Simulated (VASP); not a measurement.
A run of VASP 6.6.1 is set up as follows.

File INCAR:

```
ALGO = Normal ; EDIFF = 1E-6
ENCUT = 400 ; GGA = PE
GGA_COMPAT = False ; ISIF = 2
ISMEAR = -1 ; ISYM = -1
LASPH = True ; LCHARG = False
LREAL = Auto ; LWAVE = False
NBANDS = 110 ; NELM = 120
PREC = Accurate ; SIGMA = 0.1861
```

File KPOINTS:

```
explicit points
1
Reciprocal
  0.25000000   0.25000000   0.25000000 1
```

Contents of POSCAR:

```
Zr2Nb3Cu3
1.0
    6.8185840000      0.0521060000     -0.0543080000
    0.0521060000      6.6479630000     -0.2149050000
   -0.0543080000     -0.2149050000      6.4861440000
Nb Cu Zr
6 6 4
Direct
    0.8136485432      0.8499492259      0.2804447394
    0.0410567751      0.5870904303      0.5377109081
    0.8047412310      0.8222888547      0.7192653868
    0.0807223256      0.0224954478      1.0074778254
    0.3124341328      0.8021011247      0.7530503817
    0.7972192510      0.2429449475      0.1986874585
    0.3031040162      0.3940155205      0.8250675406
    0.0415768473      0.1116941696      0.4634890300
    0.6110768782      0.5938479716     -0.0145454277
    0.3383615004      0.3032913835      0.2096673418
   -0.0629652951      0.6408787245      0.9822581064
    0.5678197765      0.0384421685      0.9689347894
    0.4243144764      0.0196384561      0.4725672253
    0.8429316754      0.3069805661      0.7329668586
    0.2906069704      0.6760222487      0.2011831444
    0.5564687434      0.5188791833      0.4978012260
```

Potentials or basis: VASP PAW PBE potentials, release 64 (Nb_sv, Cu, Zr_sv).

Run with:

```console
$ cat potpaw_PBE.64/Nb_sv/POTCAR potpaw_PBE.64/Cu/POTCAR potpaw_PBE.64/Zr_sv/POTCAR > POTCAR
$ mpirun -np 1 vasp_std > vasp.out
```

Predict the pressure.

1.2 GPa.

Estimate the largest force.

3.671 eV/Å.

Stress tensor (GPa, compression positive):
```
-0.18 -1.22  1.05
-1.22  1.61  0.46
 1.05  0.46  2.08
```

Caveat: the atoms stand as in a frame of molecular dynamics.
